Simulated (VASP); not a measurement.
Write the native input for VASP 6.6.1 that does the following.

- Task: single point
- Functional: PBE
- Potentials or basis: VASP PAW PBE potentials, release 64 (Al, As)
- Cutoff: 400 eV
- k mesh: 3 × 3 × 3
- Occupations: gaussian, width 0.01 eV
- Spin: collinear spin
- Starting moments: [0.0, 0.0, 0.0, 0.0, 0.0, 0.0, 0.0, 0.0, 0.0, 0.0, 0.0, 0.0, 0.0, 0.0, 0.0, 0.25, 0.0, 0.0, 0.0, 0.0, 0.0, 0.0, 0.0, 0.0, 0.0, 0.0, 0.0, 0.0, 0.25, 0.25, 0.25] μB
- Dipole correction: no
- Further INCAR settings: LREAL = Auto; ALGO = Normal; EDIFF = 1e-06; NBANDS = 88

The structure of Al15As16 (a cell with a defect) lies in POSCAR:

```
Al15As16
1.0
    5.7279123210      5.7279123210      5.7279123210
   -5.7279123210      5.7279123210     -5.7279123210
   -5.7279123210     -5.7279123210      5.7279123210
Al As
15 16
Direct
    0.5000000000      0.5014768085     -0.0028114441
    0.7471885559      0.5014768085      0.7500000000
    0.5000000000      0.2500000000      0.2500000000
    0.7485231915      0.2457117473     -0.0014768085
    0.0000000000      0.2500000000      0.7500000000
    0.5000000000     -0.0028114441      0.5014768085
    0.7485231915     -0.0014768085      0.2457117473
   -0.0042882527     -0.0014768085     -0.0014768085
    0.2514768085     -0.0028114441      0.7500000000
    0.7471885559      0.7500000000      0.5014768085
    0.0000000000      0.7500000000      0.2500000000
    0.2514768085      0.7500000000     -0.0028114441
    0.0042882527      0.5028114441      0.5028114441
    0.2528114441      0.5028114441      0.2542882527
    0.2528114441      0.2542882527      0.5028114441
    0.7416268300     -0.0083731700     -0.0083731700
    0.7491745328      0.7500000000      0.2502119894
    0.0002119894      0.7500000000     -0.0008254672
    0.7510374565      0.5008254672      0.5008254672
   -0.0002119894      0.4989625435      0.2497880106
    0.2508254672      0.5008254672      0.0010374565
    0.7491745328      0.2502119894      0.7500000000
   -0.0002119894      0.2497880106      0.4989625435
    0.2489625435      0.2497880106      0.2497880106
    0.5000000000      0.2502119894     -0.0008254672
    0.0002119894     -0.0008254672      0.7500000000
    0.2508254672      0.0010374565      0.5008254672
    0.5000000000     -0.0008254672      0.2502119894
    0.2583731700      0.7500000000      0.7500000000
    0.5000000000      0.7500000000      0.5083731700
    0.5000000000      0.5083731700      0.7500000000
```

This cell differs from its parent crystal: atoms taken out, then relaxed in part.

The input as run:

INCAR

```
ALGO = Normal ; EDIFF = 1E-6
ENCUT = 400 ; GGA = PE
GGA_COMPAT = F ; ISIF = 2
ISMEAR = 0 ; ISPIN = 2
LASPH = T ; LCHARG = F
LORBIT = 11 ; LREAL = Auto
LWAVE = F ; MAGMOM = 0 0 0 0 0 0 0 0 0 0 0 0 0 0 0 0.25 0 0 0 0 0 0 0 0 0 0 0 0 0.25 0.25 0.25
NBANDS = 88 ; NELM = 200
PREC = Accurate ; SIGMA = 0.01
```

KPOINTS

```
k-points
0
Gamma
  3 3 3
```

Potentials or basis: VASP PAW PBE potentials, release 64 (Al, As).

Run with:

```sh
$ cat potpaw_PBE.64/Al/POTCAR potpaw_PBE.64/As/POTCAR > POTCAR
$ mpirun -np 1 vasp_std > vasp.out
```

It gave:

The pressure is -0.5 GPa, the largest force is 0.046 eV/Å and the net moment is 1.89 μB per cell. The site moments are Al +0.00, +0.01 (each value once); As +0.16, +0.02 (each value once) μB and the valence electrons inside the program's atomic spheres are Al 0.76; As 2.78, 2.86 (each value once).

Caveat: the cell differs from its parent crystal (atoms taken out, then relaxed in part).

It took 21 min on 1 thread of Intel Xeon 8259CL, on a shared host, peak memory 1 GiB.
